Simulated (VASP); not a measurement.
# PbS (I4mm) in VASP: single point with r2SCAN

Aim: the single point of PbS with r2SCAN.

Program: VASP 6.6.1. These are calculated values, not measurements. Logs are shortened: lines on timing, memory, paths and dates and some standing lists are left out, and cuts for length are marked.

## Step 1: The cell of the first run

Symmetry: I4mm, No. 107, tetragonal system. The conventional cell has a = 4.193 Å, b = 4.193 Å, c = 5.930 Å, α = 90.00°, β = 90.00°, γ = 90.00°. Pb (site symmetry 4mm) has 6 S at 2.77 to 3.16 Å within 3.6 Å. S (site symmetry 4mm) has 6 Pb at 2.77 to 3.16 Å within 3.6 Å.

## Step 2: Single point, r2SCAN (atom 2 (S) moved by (-0.200, +0.000) A along x and z)

POSCAR

```
PbS
1.0
    0.0000000000      2.9650000000      2.9650000000
    2.9650000000      0.0000000000      2.9650000000
    2.9650000000      2.9650000000      0.0000000000
Pb S
1 1
Direct
    0.0000000000      0.0000000000      0.0000000000
    0.5337268128      0.4662731872      0.4662731872
```

INCAR.step1

```
SYSTEM = PbS
PREC = Accurate ; ENCUT = 550
ISMEAR = 0 ; SIGMA = 0.05
LREAL = .FALSE. ; LASPH = .TRUE.
NELM = 120 ; NBANDS = 17
GGA = PE ; ALGO = Normal
EDIFF = 1E-5 ; LWAVE = .TRUE.
LCHARG = .FALSE. ; GGA_COMPAT = .FALSE.
```

INCAR.step2

```
SYSTEM = PbS
PREC = Accurate ; ENCUT = 550
EDIFF = 1E-6 ; ISMEAR = 0
SIGMA = 0.05 ; LREAL = .FALSE.
LASPH = .TRUE. ; NELM = 120
ALGO = Normal ; ISIF = 2
LWAVE = .FALSE. ; LCHARG = .FALSE.
METAGGA = R2SCAN ; LMIXTAU = .TRUE.
NBANDS = 17 ; ISTART = 1
GGA_COMPAT = .FALSE.
```

KPOINTS

```
regular mesh
0
G
  8 8 8
  0 0 0
```

Potentials or basis: VASP PAW PBE potentials, release 64 (Pb_d, S).

Run with:

```bash
> cat potpaw_PBE.64/Pb_d/POTCAR potpaw_PBE.64/S/POTCAR > POTCAR
> cp INCAR.step1 INCAR
> mpirun -np 1 vasp_std > vasp.out
> cp INCAR.step2 INCAR
> mpirun -np 1 vasp_std > vasp.out
```

OUTCAR:

```text
SYSTEM = PbS
   PREC = Accurate
   ENCUT = 550
   EDIFF = 1E-6
   ISMEAR = 0
   LREAL = .FALSE.
   LASPH = .TRUE.
   NELM = 120
   ISIF = 2
   METAGGA = R2SCAN
   ISTART = 1

 ion  position               nearest neighbor table
   1  0.000  0.000  0.000-   2 2.77   2 2.97   2 2.97   2 2.97   2 2.97   2 3.16
   2  0.534  0.466  0.466-   1 2.77   1 2.97   1 2.97   1 2.97   1 2.97   1 3.16

  LATTYP: Found a face centered cubic cell.
 ALAT       =     5.9300000000

  Lattice vectors:

 A1 = (   0.0000000000,   2.9650000000,   2.9650000000)
 A2 = (   2.9650000000,   0.0000000000,   2.9650000000)
 A3 = (   2.9650000000,   2.9650000000,   0.0000000000)

Analysis of symmetry for initial positions (statically):
=====================================================================
 Subroutine PRICEL returns:
 Original cell was already a primitive cell.

 Routine SETGRP: Setting up the symmetry group for a
 face centered cubic supercell.

 Subroutine GETGRP returns: Found  8 space group operations
 (whereof  8 operations were pure point group operations)
 out of a pool of 48 trial point group operations.

The static configuration has the point symmetry C_4v.

Analysis of symmetry for dynamics (positions and initial velocities):
=====================================================================
 Subroutine PRICEL returns:
 Original cell was already a primitive cell.

 Routine SETGRP: Setting up the symmetry group for a
 face centered cubic supercell.

 Subroutine GETGRP returns: Found  8 space group operations
 (whereof  8 operations were pure point group operations)
 out of a pool of 48 trial point group operations.

The dynamic configuration has the point symmetry C_4v.

 Subroutine INISYM returns: Found  8 space group operations
 (whereof  8 operations are pure point group operations),
 and found     1 'primitive' translations

----------------------------------------------------------------------------------------

                                     Primitive cell

  volume of cell :      52.1320

  direct lattice vectors                    reciprocal lattice vectors
     0.000000000  2.965000000  2.965000000    -0.168634064  0.168634064  0.168634064
     2.965000000  0.000000000  2.965000000     0.168634064 -0.168634064  0.168634064
     2.965000000  2.965000000  0.000000000     0.168634064  0.168634064 -0.168634064

  length of vectors
     4.193143212  4.193143212  4.193143212     0.292082767  0.292082767  0.292082767

  position of ions in fractional coordinates (direct lattice)
     0.000000000  0.000000000  0.000000000
     0.533726813  0.466273187  0.466273187

  ion indices of the primitive-cell ions
   primitive index   ion index
                 1           1
                 2           2

----------------------------------------------------------------------------------------

 KPOINTS: regular mesh

Automatic generation of k-mesh.
 Grid dimensions read from file:
 generate k-points for:    8    8    8

 Generating k-lattice:

  Cartesian coordinates                     Fractional coordinates (reciprocal lattice)
    -0.021079258  0.021079258  0.021079258     0.125000000  0.000000000  0.000000000
     0.021079258 -0.021079258  0.021079258     0.000000000  0.125000000  0.000000000
     0.021079258  0.021079258 -0.021079258     0.000000000  0.000000000  0.125000000

  Length of vectors
     0.036510346  0.036510346  0.036510346

  Shift w.r.t. Gamma in fractional coordinates (k-lattice)
     0.000000000  0.000000000  0.000000000

 Subroutine IBZKPT returns following result:
 ===========================================

 Found     59 irreducible k-points:

 Following reciprocal coordinates:
            Coordinates               Weight
  0.000000  0.000000  0.000000      1.000000
  0.125000  0.000000  0.000000      8.000000
  0.250000  0.000000  0.000000      8.000000
  0.375000  0.000000  0.000000      8.000000
  0.500000  0.000000  0.000000      4.000000
  0.125000  0.125000  0.000000      4.000000
[... 16 lines left out ...]
  0.000000  0.375000  0.250000      8.000000
  0.500000  0.250000  0.000000     16.000000
 [... further k-points ...]
   k-points           NKPTS =     59   k-points in BZ     NKDIM =     59   number of bands    NBANDS=     17
   number of dos      NEDOS =    301   number of ions     NIONS =      2
   total plane-waves  NPLWV =  32768
   dimension x,y,z NGX =    32 NGY =   32 NGZ =   32
   dimension x,y,z NGXF=    64 NGYF=   64 NGZF=   64
   ions per type =               1   1
   NGX,Y,Z   is equivalent  to a cutoff of  12.69, 12.69, 12.69 a.u.
   NGXF,Y,Z  is equivalent  to a cutoff of  25.37, 25.37, 25.37 a.u.
 SYSTEM =  PbS
   PREC   = accura    normal or accurate (medium, high low for compatibility)
   ISTART =      1    job   : 0-new  1-cont  2-samecut
   ICHARG =      0    charge: 1-file 2-atom 10-const
   ISPIN  =      1    spin polarized calculation?
   LNONCOLLINEAR =      F non collinear calculations
   LSORBIT =      F    spin-orbit coupling
   LASPH  =      T    aspherical Exc in radial PAW
   ENCUT  =  550.0 eV  40.42 Ry    6.36 a.u.   8.02  8.02  8.02*2*pi/ulx,y,z
   NELM   =    120;   NELMIN=  2; NELMDL=  0     # of ELM steps
   EDIFF  = 0.1E-05   stopping-criterion for ELM
   LREAL  =      F    real-space projection
   EDIFFG = 0.1E-04   stopping-criterion for IOM
   NSW    =      0    number of steps for IOM
   IBRION =     -1    ionic relax: 0-MD 1-quasi-New 2-CG
   NFREE  =      0    steps in history (QN), initial steepest desc. (CG)
   ISIF   =      2    stress and relaxation
   ISYM   =      2    0-nonsym 1-usesym 2-fastsym
   POTIM  = 0.5000    time-step for ionic-motion
   TEBEG  =    0.0;   TEEND  =   0.0 temperature during run
   PSTRESS=    0.0 pullay stress
   NELECT =      20.0000    total number of electrons
   NUPDOWN=      -1.0000    fix difference up-down
   EMIN   =  10.00;   EMAX   =-10.00  energy-range for DOS
   EFERMI =   0.00;   METHOD = LEGACY
   ISMEAR =     0;   SIGMA  =   0.05  broadening in eV -4-tet -1-fermi 0-gaus
   EFERMI_NEDOS =   21; number of points for ismear=-14 and -15
   IALGO  =     38    algorithm
   IMIX   =      4    mixing-type and parameters
     AMIX     =   0.40;   BMIX     =  1.00
     AMIX_MAG =   1.60;   BMIX_MAG =  1.00
  volume/ion in A,a.u.               =      26.07       175.90
  Fermi-wavevector in a.u.,A,eV,Ry     =   1.189552  2.247928 19.252709  1.415034
  Thomas-Fermi vector in A             =   2.325657
   LORBIT       =      0    0 simple, 1 ext, 2 COOP (PROOUT), +10 PAW based schemes
   METAGGA = R2SCAN    functional components
   LHFCALC =     F    Hartree Fock is set to
   AEXX    =    0.0000 exact exchange contribution
   IVDW    =     0    specifies the selected vdW correction
   LEPSILON=     F    determine dielectric tensor
   LRPA    =     F    only Hartree local field effects (RPA)
 non-spin polarized calculation
 Gauss-broadening in eV      SIGMA  =   0.05
  energy-cutoff  :      550.00
  volume of cell :       52.13
 maximum number of plane-waves:      1542
   NGX = 17   NGY = 17   NGZ = 17

 number of electron      19.9999998 magnetization

 Free energy of the ion-electron system (eV)
  ---------------------------------------------------
  ext. energy  EPLUGINS =         0.00000000
  ---------------------------------------------------
  free energy    TOTEN  =       -65.59303124 eV

  energy without entropy =      -65.59303124  energy(sigma->0) =      -65.59303124

 E-fermi :   5.8923     XC(G=0): -10.2506

 val. band max:        5.5997137735   @ k =   0.5000   0.0000   0.0000
 cond. band min:       6.4834799715   @ k =   0.5000   0.0000   0.0000
 fundamental gap:      0.8837661980
 Fermi energy:         5.8922518745

 k-point     1 :       0.0000    0.0000    0.0000
  band No.  band energies     occupation
      1     -11.7241      2.00000
      2     -11.7132      2.00000
      3     -11.7132      2.00000
      4     -11.7079      2.00000
      5     -11.7077      2.00000
      6      -8.5656      2.00000
[... 9 lines left out ...]
     16      13.1584      0.00000
     17      14.7824      0.00000

 k-point     2 :       0.1250    0.0000    0.0000
  band No.  band energies     occupation
      1     -11.7223      2.00000
      2     -11.7149      2.00000
      3     -11.7143      2.00000
      4     -11.7067      2.00000
      5     -11.7046      2.00000
      6      -8.4287      2.00000
[... 9 lines left out ...]
     16      13.3422      0.00000
     17      16.0070      0.00000

 k-point     3 :       0.2500    0.0000    0.0000
  band No.  band energies     occupation
      1     -11.7311      2.00000
      2     -11.7254      2.00000
      3     -11.7160      2.00000
      4     -11.6934      2.00000
      5     -11.6886      2.00000
      6      -8.0507      2.00000
[... 9 lines left out ...]
     16      14.1216      0.00000
     17      18.1324      0.00000

 k-point     4 :       0.3750    0.0000    0.0000
  band No.  band energies     occupation
      1     -11.7440      2.00000
      2     -11.7368      2.00000
      3     -11.7153      2.00000
      4     -11.6780      2.00000
      5     -11.6720      2.00000
      6      -7.5667      2.00000
[... 9 lines left out ...]
     16      15.3753      0.00000
     17      18.1322      0.00000
[... 343 lines left out ...]
      1     -11.8070      2.00000
      2     -11.7261      2.00000
      3     -11.6997      2.00000
      4     -11.6824      2.00000
      5     -11.6685      2.00000
      6      -7.4652      2.00000
[... 9 lines left out ...]
     16      16.7023      0.00000
     17      17.7655      0.00000

 k-point    23 :       0.0000    0.3750    0.2500
  band No.  band energies     occupation
      1     -11.8085      2.00000
      2     -11.7365      2.00000
      3     -11.6990      2.00000
      4     -11.6733      2.00000
      5     -11.6668      2.00000
      6      -7.4415      2.00000
[... 9 lines left out ...]
     16      16.6762      0.00000
     17      17.7253      0.00000

 k-point    24 :       0.5000    0.2500    0.0000
  band No.  band energies     occupation
      1     -11.8143      2.00000
      2     -11.7180      2.00000
      3     -11.7072      2.00000
      4     -11.6815      2.00000
      5     -11.6633      2.00000
      6      -7.1001      2.00000
[... 9 lines left out ...]
     16      16.9814      0.00000
     17      17.6657      0.00000

 [... further k-points ...]
[... 5 lines left out ...]
  --------------------------------------------------------------------------------------
  -------------------------------------------------------------------------------------
  Total        1.0036846      0.4719294      0.4719294      0.0000000     -0.0000000      0.0000000
  in kB       30.8463486     14.5038582     14.5038582      0.0000000     -0.0000000      0.0000000
  external PRESSURE =      19.9513550 kB  Pullay stress =       0.0000000 kB

 VOLUME and BASIS-vectors are now :
 -----------------------------------------------------------------------------
  energy-cutoff  :      550.00
  volume of cell :       52.13
      direct lattice vectors                 reciprocal lattice vectors
     0.000000000  2.965000000  2.965000000    -0.168634064  0.168634064  0.168634064
     2.965000000  0.000000000  2.965000000     0.168634064 -0.168634064  0.168634064
     2.965000000  2.965000000  0.000000000     0.168634064  0.168634064 -0.168634064

 POSITION                                       TOTAL-FORCE (eV/Angst)
 -----------------------------------------------------------------------------------
      0.00000      0.00000      0.00000        -0.193373      0.000000      0.000000
      2.76500      2.96500      2.96500         0.193373      0.000000      0.000000
 -----------------------------------------------------------------------------------
    total drift:                               -0.000015     -0.000000     -0.000000

  FREE ENERGIE OF THE ION-ELECTRON SYSTEM (eV)
  ---------------------------------------------------
  free  energy   TOTEN  =       -65.5930312440 eV

  energy  without entropy=      -65.5930312440  energy(sigma->0) =      -65.59303124
```

Wall time 3.7 min (1 thread of Intel Xeon 8259CL, shared host); peak memory 0.22 GiB.

What came out:

```
Free energy            : -65.5930 eV
Pressure               : 2.0 GPa
Largest force          : 0.193 eV/Å
Band gap on the k mesh : 0.88 eV, direct
```

Forces on the atoms (eV/Å):
```
Pb  -0.193  0.000  0.000
S    0.193  0.000  0.000
```

Stress tensor (GPa, compression positive):
```
3.08 0.00 0.00
0.00 1.45 0.00
0.00 0.00 1.45
```

Caveat: the cell differs from its parent crystal (atom 2 (S) moved by (-0.200, +0.000) A along x and z); the PAW data sets were made with another functional, which shifts forces and pressure a little; spin-orbit coupling is left out, which moves the levels of the heavy elements.
